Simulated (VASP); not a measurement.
LuBC:

```
Lu B C
1.0
     2.99107    0.00000    0.00000
    -1.49553    2.59034    0.00000
     0.00000    0.00000    7.74418
Lu B C
2 2 2
Direct
  0.00000 0.00000 0.00000
  0.00000 0.00000 0.50000
  0.66667 0.33333 0.25000
  0.33333 0.66667 0.75000
  0.66667 0.33333 0.75000
  0.33333 0.66667 0.25000
```

Base run:

- Program: VASP 6.6.1
- Functional: PBEsol
- Potentials or basis: VASP PAW PBE potentials, release 64 (Lu, B, C)
- Cutoff: 520 eV
- k mesh: 10 × 10 × 4
- Occupations: methfessel-paxton, width 0.15 eV
- Spin: no spin polarisation

Its results: band gap on the k mesh zero (band 32 reaches 7.20 eV, above the bottom of band 33 at 6.66 eV); pressure -5.9 GPa.

Task: The run is repeated on the same cell with these changes: functional from PBEsol to BLYP. What comes out?

Result: Band gap on the k mesh zero (band 32 reaches 7.83 eV, above the bottom of band 33 at 7.33 eV); pressure 7.7 GPa.

BLYP binds less tightly than PBEsol, so the same cell stands under more pressure.

Caveats: the PAW data sets were made with another functional, which shifts forces and pressure a little; spin-orbit coupling is left out, which moves the levels of the heavy elements.
